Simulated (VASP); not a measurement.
Set up this calculation in VASP 6.6.1, as the native input.

* Task: single point
* Functional: LDA
* Potentials or basis: VASP PAW LDA potentials, release 64 (Fe_sv)
* Cutoff: 600 eV
* k mesh: 6 × 6 × 6
* Occupations: fermi-dirac, width 0.05 eV
* Spin: collinear spin, ferromagnetic start
* Starting moments: [1.988] μB
* Dipole correction: no
* Second run: valence_matched
* Further INCAR settings: ALGO = Normal; EDIFF = 1e-06; NBANDS = 18

The structure of Fe lies in POSCAR:

```
Fe
1.0
   -1.3745984210      1.3745984210      1.3745984210
    1.3745984210     -1.3745984210      1.3745984210
    1.3745984210      1.3745984210     -1.3745984210
Fe
1
Direct
    0.0000000000      0.0000000000      0.0000000000
```

The input as run:

INCAR

```
SYSTEM = Fe
ALGO = Normal
EDIFF = 1E-6
ENCUT = 600
GGA_COMPAT = .FALSE.
ISIF = 2
ISMEAR = -1
ISPIN = 2
LASPH = .TRUE.
LCHARG = .FALSE.
LMAXMIX = 4
LORBIT = 11
LREAL = .FALSE.
LWAVE = .FALSE.
MAGMOM = 1.988
NBANDS = 18
NELM = 200
PREC = Accurate
SIGMA = 0.05
```

KPOINTS

```
k-points
0
G
  6 6 6
  0 0 0
```

Potentials or basis: VASP PAW LDA potentials, release 64 (Fe_sv).

Command:

```bash
$ cat potpaw_LDA.64/Fe_sv/POTCAR > POTCAR
$ mpirun -np 1 vasp_std > vasp.out
```

It gave:

```json
{"Pressure": "-1.8 GPa", "Net moment": "2.09 μB per cell", "Site moments": "Fe +2.05 μB", "Valence electrons inside the program's atomic spheres": "Fe 13.82"}
```

Caveat: the k points lie up to 0.54 Å⁻¹ apart.

It took 8 s on 1 thread of AMD EPYC 7R13 Processor (Zen 3), with other jobs on the host, peak memory 0.09 GiB.
